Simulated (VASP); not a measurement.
# As in VASP: further runs

Aim: see how the results for As move with the level of theory and the settings. Levels: r2SCAN, HSE06. Tasks: single point.

Program: VASP 6.6.1. These are calculated values, not measurements. Logs are shortened: lines on timing, memory, paths and dates and some standing lists are left out, and cuts for length are marked.

## (1) The cell of the first run

The cell holds a slab with vacuum, 4 atoms: a = 4.807 Å, b = 3.634 Å, c = 28.270 Å, α = 90.00°, β = 90.00°, γ = 90.00°.

## (2) Single point, r2SCAN

The input, POSCAR:

```
As
1.0
    4.8073445447      0.0000000000      0.0000000000
    0.0000000000      3.6338992125      0.0000000000
    0.0000000000      0.0000000000     28.2703730404
As
4
Direct
    0.0760356201      0.0000000000      0.3777315117
    0.4239643799      0.5000000000      0.3777315117
    0.5760356201      0.5000000000      0.2943501751
    0.9239643799      0.0000000000      0.2943501751
```

The input, INCAR.step1:

```
SYSTEM = As
ALGO = Normal ; DIPOL = 0.5 0.5 0.336
EDIFF = 1E-4 ; ENCUT = 520
GGA = PE ; IDIPOL = 3
ISMEAR = 0 ; LASPH = .True.
LCHARG = .False. ; LDIPOL = .True.
LREAL = .False. ; LWAVE = .True.
NBANDS = 18 ; NELM = 60
PREC = Accurate ; SIGMA = 0.01
```

The input, INCAR.step2:

```
SYSTEM = As
ALGO = Normal ; DIPOL = 0.5 0.5 0.336
EDIFF = 1E-7 ; ENCUT = 520
IDIPOL = 3 ; ISIF = 2
ISMEAR = 0 ; ISTART = 1
LASPH = .True. ; LCHARG = .False.
LDIPOL = .True. ; LMIXTAU = .True.
LREAL = .False. ; LWAVE = .False.
METAGGA = R2SCAN ; NBANDS = 18
NELM = 60 ; PREC = Accurate
SIGMA = 0.01
```

The input, KPOINTS:

```
k-points
0
Gamma
  4 4 1
  0 0 0
```

Potentials or basis: VASP PAW PBE potentials, release 64 (As).

Started as:

```
$ cat potpaw_PBE.64/As/POTCAR > POTCAR
$ cp INCAR.step1 INCAR
$ mpirun -np 1 vasp_std > vasp.out
$ cp INCAR.step2 INCAR
$ mpirun -np 1 vasp_std > vasp.out
```

OUTCAR:

```text
SYSTEM = As
   EDIFF = 1E-7
   ENCUT = 520
   ISIF = 2
   ISMEAR = 0
   ISTART = 1
   LASPH = .True.
   LREAL = .False.
   METAGGA = R2SCAN
   NELM = 60
   PREC = Accurate

 ion  position               nearest neighbor table
   1  0.076  0.000  0.378-   4 2.47   2 2.47   2 2.47
   2  0.424  0.500  0.378-   3 2.47   1 2.47   1 2.47
   3  0.576  0.500  0.294-   2 2.47   4 2.47   4 2.47
   4  0.924  0.000  0.294-   1 2.47   3 2.47   3 2.47

  LATTYP: Found a simple orthorhombic cell.
 ALAT       =     3.6338992125
 B/A-ratio  =     1.3229163121
 C/A-ratio  =     7.7796249668

  Lattice vectors:

 A1 = (   0.0000000000,  -3.6338992125,   0.0000000000)
 A2 = (   4.8073445447,   0.0000000000,   0.0000000000)
 A3 = (   0.0000000000,   0.0000000000,  28.2703730404)

Analysis of symmetry for initial positions (statically):
=====================================================================
 Subroutine PRICEL returns:
 Original cell was already a primitive cell.

 Routine SETGRP: Setting up the symmetry group for a
 simple orthorhombic supercell.

 Subroutine GETGRP returns: Found  8 space group operations
 (whereof  2 operations were pure point group operations)
 out of a pool of  8 trial point group operations.

The static configuration has the point symmetry C_1h.
 The point group associated with its full space group is D_2h.

Analysis of symmetry for dynamics (positions and initial velocities):
=====================================================================
 Subroutine PRICEL returns:
 Original cell was already a primitive cell.

 Routine SETGRP: Setting up the symmetry group for a
 simple orthorhombic supercell.

 Subroutine GETGRP returns: Found  8 space group operations
 (whereof  2 operations were pure point group operations)
 out of a pool of  8 trial point group operations.

The dynamic configuration has the point symmetry C_1h.
 The point group associated with its full space group is D_2h.

 Subroutine INISYM returns: Found  8 space group operations
 (whereof  2 operations are pure point group operations),
 and found     1 'primitive' translations

----------------------------------------------------------------------------------------

                                     Primitive cell

  volume of cell :     493.8666

  direct lattice vectors                    reciprocal lattice vectors
     4.807344545  0.000000000  0.000000000     0.208015047  0.000000000  0.000000000
     0.000000000  3.633899212  0.000000000     0.000000000  0.275186498  0.000000000
     0.000000000  0.000000000 28.270373040     0.000000000  0.000000000  0.035372720

  length of vectors
     4.807344545  3.633899212 28.270373040     0.208015047  0.275186498  0.035372720

  position of ions in fractional coordinates (direct lattice)
     0.076035620  0.000000000  0.377731512
     0.423964380  0.500000000  0.377731512
     0.576035620  0.500000000  0.294350175
     0.923964380  0.000000000  0.294350175

  ion indices of the primitive-cell ions
   primitive index   ion index
                 1           1
                 2           2
                 3           3
                 4           4

----------------------------------------------------------------------------------------

 KPOINTS: k-points

Automatic generation of k-mesh.
 Grid dimensions read from file:
 generate k-points for:    4    4    1

 Generating k-lattice:

  Cartesian coordinates                     Fractional coordinates (reciprocal lattice)
     0.052003762  0.000000000  0.000000000     0.250000000  0.000000000  0.000000000
     0.000000000  0.068796625  0.000000000     0.000000000  0.250000000  0.000000000
     0.000000000  0.000000000  0.035372720     0.000000000  0.000000000  1.000000000

  Length of vectors
     0.052003762  0.068796625  0.035372720

  Shift w.r.t. Gamma in fractional coordinates (k-lattice)
     0.000000000  0.000000000  0.000000000

 Subroutine IBZKPT returns following result:
 ===========================================

 Found      9 irreducible k-points:

 Following reciprocal coordinates:
            Coordinates               Weight
  0.000000  0.000000  0.000000      1.000000
  0.250000  0.000000  0.000000      2.000000
  0.500000  0.000000  0.000000      1.000000
  0.000000  0.250000  0.000000      2.000000
  0.250000  0.250000  0.000000      4.000000
  0.500000  0.250000  0.000000      2.000000
  0.000000  0.500000  0.000000      1.000000
  0.250000  0.500000  0.000000      2.000000
  0.500000  0.500000  0.000000      1.000000
   k-points           NKPTS =      9   k-points in BZ     NKDIM =      9   number of bands    NBANDS=     18
   number of dos      NEDOS =    301   number of ions     NIONS =      4
   total plane-waves  NPLWV = 211680
   dimension x,y,z NGX =    36 NGY =   28 NGZ =  210
   dimension x,y,z NGXF=    72 NGYF=   56 NGZF=  420
   ions per type =               4
   NGX,Y,Z   is equivalent  to a cutoff of  12.45, 12.81, 12.35 a.u.
   NGXF,Y,Z  is equivalent  to a cutoff of  24.90, 25.62, 24.70 a.u.
 SYSTEM =  As
   PREC   = accura    normal or accurate (medium, high low for compatibility)
   ISTART =      1    job   : 0-new  1-cont  2-samecut
   ICHARG =      0    charge: 1-file 2-atom 10-const
   ISPIN  =      1    spin polarized calculation?
   LNONCOLLINEAR =      F non collinear calculations
   LSORBIT =      F    spin-orbit coupling
   LASPH  =      T    aspherical Exc in radial PAW
   ENCUT  =  520.0 eV  38.22 Ry    6.18 a.u.   8.94  6.76 52.56*2*pi/ulx,y,z
   NELM   =     60;   NELMIN=  2; NELMDL=  0     # of ELM steps
   EDIFF  = 0.1E-06   stopping-criterion for ELM
   LREAL  =      F    real-space projection
   EDIFFG = 0.1E-05   stopping-criterion for IOM
   NSW    =      0    number of steps for IOM
   IBRION =     -1    ionic relax: 0-MD 1-quasi-New 2-CG
   NFREE  =      0    steps in history (QN), initial steepest desc. (CG)
   ISIF   =      2    stress and relaxation
   ISYM   =      2    0-nonsym 1-usesym 2-fastsym
   POTIM  = 0.5000    time-step for ionic-motion
   TEBEG  =    0.0;   TEEND  =   0.0 temperature during run
   PSTRESS=    0.0 pullay stress
   NELECT =      20.0000    total number of electrons
   NUPDOWN=      -1.0000    fix difference up-down
   EMIN   =  10.00;   EMAX   =-10.00  energy-range for DOS
   EFERMI =   0.00;   METHOD = LEGACY
   ISMEAR =     0;   SIGMA  =   0.01  broadening in eV -4-tet -1-fermi 0-gaus
   EFERMI_NEDOS =   21; number of points for ismear=-14 and -15
   IALGO  =     38    algorithm
   IMIX   =      4    mixing-type and parameters
     AMIX     =   0.40;   BMIX     =  1.00
     AMIX_MAG =   1.60;   BMIX_MAG =  1.00
  volume/ion in A,a.u.               =     123.47       833.19
  Fermi-wavevector in a.u.,A,eV,Ry     =   0.562188  1.062381  4.300195  0.316055
  Thomas-Fermi vector in A             =   1.598802
   LORBIT       =      0    0 simple, 1 ext, 2 COOP (PROOUT), +10 PAW based schemes
   METAGGA = R2SCAN    functional components
   LHFCALC =     F    Hartree Fock is set to
   AEXX    =    0.0000 exact exchange contribution
   IVDW    =     0    specifies the selected vdW correction
   LEPSILON=     F    determine dielectric tensor
   LRPA    =     F    only Hartree local field effects (RPA)
 non-spin polarized calculation
 Gauss-broadening in eV      SIGMA  =   0.01
  energy-cutoff  :      520.00
  volume of cell :      493.87
 maximum number of plane-waves:     13354
 NGX is ok and might be reduce to    36
   NGX = 17   NGY = 13   NGZ =105

 number of electron      19.9999994 magnetization

 dipolmoment           0.000000      0.000000      0.000000 electrons x Angstroem

 Free energy of the ion-electron system (eV)
  ---------------------------------------------------
  ext. energy  EPLUGINS =         0.00000000
  ---------------------------------------------------
  free energy    TOTEN  =       -58.58914463 eV

  energy without entropy =      -58.58914463  energy(sigma->0) =      -58.58914463

 E-fermi :  -3.1981     XC(G=0):  -2.1846

 val. band max:       -3.2876943902   @ k =   0.0000   0.0000   0.0000
 cond. band min:      -2.1576457970   @ k =   0.0000   0.0000   0.0000
 fundamental gap:      1.1300485932
 Fermi energy:        -3.1980614054

 k-point     1 :       0.0000    0.0000    0.0000
  band No.  band energies     occupation
      1     -17.9696      2.00000
      2     -15.7433      2.00000
      3     -12.8802      2.00000
      4      -9.4185      2.00000
      5      -8.1230      2.00000
      6      -7.0895      2.00000
[... 10 lines left out ...]
     17       1.8718      0.00000
     18       2.2658      0.00000

 k-point     2 :       0.2500    0.0000    0.0000
  band No.  band energies     occupation
      1     -17.6838      2.00000
      2     -16.0704      2.00000
      3     -12.8639      2.00000
      4     -10.6962      2.00000
      5      -7.2529      2.00000
      6      -6.0702      2.00000
[... 10 lines left out ...]
     17       1.9481      0.00000
     18       2.1387      0.00000

 k-point     3 :       0.5000    0.0000    0.0000
  band No.  band energies     occupation
      1     -16.9206      2.00000
      2     -16.9205      2.00000
      3     -12.1558      2.00000
      4     -12.1558      2.00000
      5      -6.0294      2.00000
      6      -6.0294      2.00000
[... 10 lines left out ...]
     17       3.1258      0.00000
     18       3.1260      0.00000

 k-point     4 :       0.0000    0.2500    0.0000
  band No.  band energies     occupation
      1     -17.3348      2.00000
      2     -15.0580      2.00000
      3     -13.5690      2.00000
      4     -10.4918      2.00000
      5      -7.6219      2.00000
      6      -7.4291      2.00000
[... 10 lines left out ...]
     17       2.2502      0.00000
     18       2.3607      0.00000

 k-point     5 :       0.2500    0.2500    0.0000
  band No.  band energies     occupation
      1     -17.0637      2.00000
      2     -15.4783      2.00000
      3     -13.2040      2.00000
      4     -11.1070      2.00000
      5      -8.0171      2.00000
      6      -7.3752      2.00000
[... 10 lines left out ...]
     17       2.6475      0.00000
     18       2.7116      0.00000

 k-point     6 :       0.5000    0.2500    0.0000
  band No.  band energies     occupation
      1     -16.3387      2.00000
      2     -16.3387      2.00000
      3     -12.2729      2.00000
      4     -12.2729      2.00000
      5      -7.7743      2.00000
      6      -7.7743      2.00000
[... 10 lines left out ...]
     17       3.3428      0.00000
     18       3.3429      0.00000

 k-point     7 :       0.0000    0.5000    0.0000
  band No.  band energies     occupation
      1     -15.5828      2.00000
      2     -15.5828      2.00000
      3     -13.0937      2.00000
      4     -13.0937      2.00000
      5      -7.1982      2.00000
      6      -7.1982      2.00000
[... 10 lines left out ...]
     17       3.9711      0.00000
     18       3.9711      0.00000

 k-point     8 :       0.2500    0.5000    0.0000
  band No.  band energies     occupation
      1     -15.4688      2.00000
      2     -15.4688      2.00000
      3     -13.1206      2.00000
      4     -13.1206      2.00000
      5      -7.6720      2.00000
      6      -7.6720      2.00000
[... 10 lines left out ...]
     17       3.4721      0.00000
     18       3.4721      0.00000

 k-point     9 :       0.5000    0.5000    0.0000
  band No.  band energies     occupation
      1     -15.3403      2.00000
      2     -15.3403      2.00000
      3     -13.1703      2.00000
      4     -13.1703      2.00000
      5      -7.8725      2.00000
      6      -7.8725      2.00000
[... 10 lines left out ...]
     17       3.3661      0.00000
     18       3.3661      0.00000

------------------------ aborting loop because EDIFF is reached ----------------------------------------

 vacuum level on the upper side and lower side of the slab       (xc-potential included)         0.008         0.008

  FORCE on cell =-STRESS in cart. coord.  units (eV):
  Direction    XX          YY          ZZ          XY          YZ          ZX
  --------------------------------------------------------------------------------------
  -------------------------------------------------------------------------------------
  Total       -0.3622383      0.8246106      0.0191853      0.0000000      0.0000000      0.0000000
  in kB       -1.1751554      2.6751604      0.0622400      0.0000000      0.0000000      0.0000000
  external PRESSURE =       0.5207484 kB  Pullay stress =       0.0000000 kB

 VOLUME and BASIS-vectors are now :
 -----------------------------------------------------------------------------
  energy-cutoff  :      520.00
  volume of cell :      493.87
      direct lattice vectors                 reciprocal lattice vectors
     4.807344545  0.000000000  0.000000000     0.208015047  0.000000000  0.000000000
     0.000000000  3.633899212  0.000000000     0.000000000  0.275186498  0.000000000
     0.000000000  0.000000000 28.270373040     0.000000000  0.000000000  0.035372720

 POSITION                                       TOTAL-FORCE (eV/Angst)
 -----------------------------------------------------------------------------------
      0.36553      0.00000     10.67861        -0.060876      0.000000      0.005449
      2.03814      1.81695     10.67861         0.060876     -0.000000      0.005449
      2.76920      1.81695      8.32139        -0.060876      0.000000     -0.005449
      4.44182      0.00000      8.32139         0.060876     -0.000000     -0.005449
 -----------------------------------------------------------------------------------
    total drift:                               -0.000000     -0.000000     -0.000053

  FREE ENERGIE OF THE ION-ELECTRON SYSTEM (eV)
  ---------------------------------------------------
  free  energy   TOTEN  =       -58.5891446314 eV

  energy  without entropy=      -58.5891446314  energy(sigma->0) =      -58.58914463

 vacuum level on the upper side and lower side of the slab         1.663         1.663
```

Wall time 5.8 min (1 thread of Intel Xeon 6975P-C, shared host); peak memory 0.54 GiB.

Results:

```yaml
Free_energy: -58.5891 eV
Largest_force: 0.061 eV/Å
Band_gap_on_the_k_mesh: 1.13 eV, direct
```

Forces on the atoms (eV/Å):
```
As  -0.061  0.000  0.005
As   0.061  0.000  0.005
As  -0.061  0.000 -0.005
As   0.061  0.000 -0.005
```

Caveat: the k points lie up to 0.43 Å⁻¹ apart; the PAW data sets were made with another functional, which shifts forces and pressure a little.

## (3) Single point, r2SCAN

POSCAR is that of step 2.

The input, INCAR.step1:

```
SYSTEM = As
PREC     = Accurate       ! precision mode
ENCUT    = 520            ! plane-wave cutoff, eV
ISMEAR   = 0              ! smearing method
SIGMA    = 0.01           ! smearing width, eV
LREAL    = .FALSE.        ! projectors in reciprocal space
LASPH    = .TRUE.         ! aspherical terms in the spheres
NELM     = 80             ! most SCF steps
LDIPOL   = .TRUE.       
IDIPOL   = 3            
DIPOL    = 0.5 0.5 0.336
NBANDS   = 18             ! bands
GGA      = PE             ! functional
ALGO     = Normal         ! electronic algorithm
EDIFF    = 1E-4           ! SCF threshold, eV
LWAVE    = .TRUE.         ! write WAVECAR
LCHARG   = .FALSE.        ! write CHGCAR
```

The input, INCAR.step2:

```
SYSTEM = As
PREC     = Accurate       ! precision mode
ENCUT    = 520            ! plane-wave cutoff, eV
EDIFF    = 1E-7           ! SCF threshold, eV
ISMEAR   = 0              ! smearing method
SIGMA    = 0.01           ! smearing width, eV
LREAL    = .FALSE.        ! projectors in reciprocal space
LASPH    = .TRUE.         ! aspherical terms in the spheres
NELM     = 80             ! most SCF steps
ALGO     = Normal         ! electronic algorithm
ISIF     = 2              ! what is computed and relaxed
LWAVE    = .FALSE.        ! write WAVECAR
LCHARG   = .FALSE.        ! write CHGCAR
LDIPOL   = .TRUE.       
IDIPOL   = 3            
DIPOL    = 0.5 0.5 0.336
METAGGA  = R2SCAN         ! meta-GGA
LMIXTAU  = .TRUE.       
NBANDS   = 18             ! bands
ISTART   = 1
```

The input, KPOINTS:

```
regular mesh
0
G
  4 6 1
  0 0 0
```

Potentials or basis: VASP PAW PBE potentials, release 64 (As).

Started as:

```
$ cat potpaw_PBE.64/As/POTCAR > POTCAR
$ cp INCAR.step1 INCAR
$ mpirun -np 1 vasp_std > vasp.out
$ cp INCAR.step2 INCAR
$ mpirun -np 1 vasp_std > vasp.out
```

Run time: 8.2 min. Hardware: 1 thread of Intel Xeon 6975P-C, shared host; peak memory 0.55 GiB.

Results (log left out):

```yaml
Free_energy: -58.6312 eV
Largest_force: 0.046 eV/Å
Band_gap_on_the_k_mesh: 1.13 eV, direct
```

Forces in eV/Å, atoms in the order of the input:
```
As  -0.045  0.000  0.010
As   0.045  0.000  0.010
As  -0.045  0.000 -0.010
As   0.045  0.000 -0.010
```

Levels at points of the mesh, in eV from the valence-band top:
```csv
k point,band 6,band 7,band 8,band 9,band 10,band 11,band 12,band 13,band 14,band 15
"(0.00, 0.00, 0.00)",-3.80,-2.79,-1.46,-1.16,0.00,1.13,2.41,2.82,3.47,4.84
"(0.50, 0.00, 0.00)",-2.74,-1.87,-1.87,-0.75,-0.75,1.89,1.89,3.49,3.49,3.52
"(0.00, 0.50, 0.00)",-3.91,-2.43,-2.43,-1.77,-1.77,1.55,1.55,2.32,2.32,3.68
"(0.50, 0.50, 0.00)",-4.58,-4.09,-4.09,-1.25,-1.25,2.88,2.88,4.48,4.48,6.26
```

Caveat: the PAW data sets were made with another functional, which shifts forces and pressure a little.

## (4) Single point, HSE06

POSCAR is that of step 3.

The input, INCAR.step1:

```
PREC = Accurate ; ENCUT = 520
EDIFF = 1E-5 ; ISMEAR = 0
SIGMA = 0.01 ; LREAL = F
LASPH = T ; NELM = 80
ALGO = Normal ; ISIF = 2
LWAVE = T ; LCHARG = F
LDIPOL = T ; IDIPOL = 3
DIPOL = 0.5 0.5 0.336 ; NBANDS = 18
GGA = PE
```

The input, INCAR.step2:

```
PREC = Accurate ; ENCUT = 520
EDIFF = 1E-6 ; ISMEAR = 0
SIGMA = 0.01 ; LREAL = F
LASPH = T ; NELM = 80
ALGO = Normal ; ISIF = 2
LWAVE = F ; LCHARG = F
LDIPOL = T ; IDIPOL = 3
DIPOL = 0.5 0.5 0.336 ; GGA = PE
LHFCALC = T ; HFSCREEN = 0.2079
PRECFOCK = Normal ; NBANDS = 18
ISTART = 1
```

The input, KPOINTS:

```
Automatic mesh
0
Gamma
  4 4 1
```

Started as:

```
$ cat potpaw_PBE.64/As/POTCAR > POTCAR
$ cp INCAR.step1 INCAR
$ mpirun -np 1 vasp_std > vasp.out
$ cp INCAR.step2 INCAR
$ mpirun -np 1 vasp_std > vasp.out
```

Wall time 26 min (1 thread of Intel Xeon Platinum 8259CL at 2.50GHz (Skylake/Cascade Lake), shared host); peak memory 0.7 GiB.

Results (log left out):

```yaml
Free_energy: -22.2813 eV
Largest_force: 0.102 eV/Å
Band_gap_on_the_k_mesh: 1.51 eV, direct
```

Forces in eV/Å, atoms in the order of the input:
```
As  -0.024  0.000 -0.099
As   0.024  0.000 -0.099
As  -0.024  0.000  0.099
As   0.024  0.000  0.099
```

Levels at points of the mesh, in eV from the valence-band top:
```tsv
k point	band 6	band 7	band 8	band 9	band 10	band 11	band 12	band 13	band 14	band 15
(0.00, 0.00, 0.00)	-4.06	-2.90	-1.55	-1.19	0.00	1.51	2.76	3.31	4.08	4.86
(0.50, 0.00, 0.00)	-2.88	-1.93	-1.93	-0.74	-0.74	2.23	2.23	3.88	3.88	4.06
(0.00, 0.50, 0.00)	-4.06	-2.54	-2.54	-1.88	-1.88	1.90	1.90	2.65	2.65	4.15
(0.50, 0.50, 0.00)	-4.87	-4.26	-4.26	-1.33	-1.33	3.32	3.32	5.05	5.05	6.75
```

Caveat: the k points lie up to 0.43 Å⁻¹ apart; the PAW data sets were made with another functional, which shifts forces and pressure a little.

## (5) Overview

```tsv
level	k mesh	grid for exact exchange (PRECFOCK)	screening parameter	gap on the mesh (eV)	largest force (eV/Å)
r2SCAN	4 × 4 × 1	-	-	1.13	0.06
r2SCAN	4 × 6 × 1	-	-	1.13	0.05
HSE06	4 × 4 × 1	Normal	0.2079 1/Å	1.51	0.10
```

Alike in all rows: task single point; potentials or basis VASP PAW PBE potentials, release 64 (As); no spin polarisation; cell as given; cutoff (eV) 520; smearing gaussian 0.01 eV.

Caveats: some runs use coarse meshes; the PAW data sets were made with another functional, which shifts forces and pressure a little.

Total energies depend on the potentials used, so only differences within one code and one set of settings carry meaning.
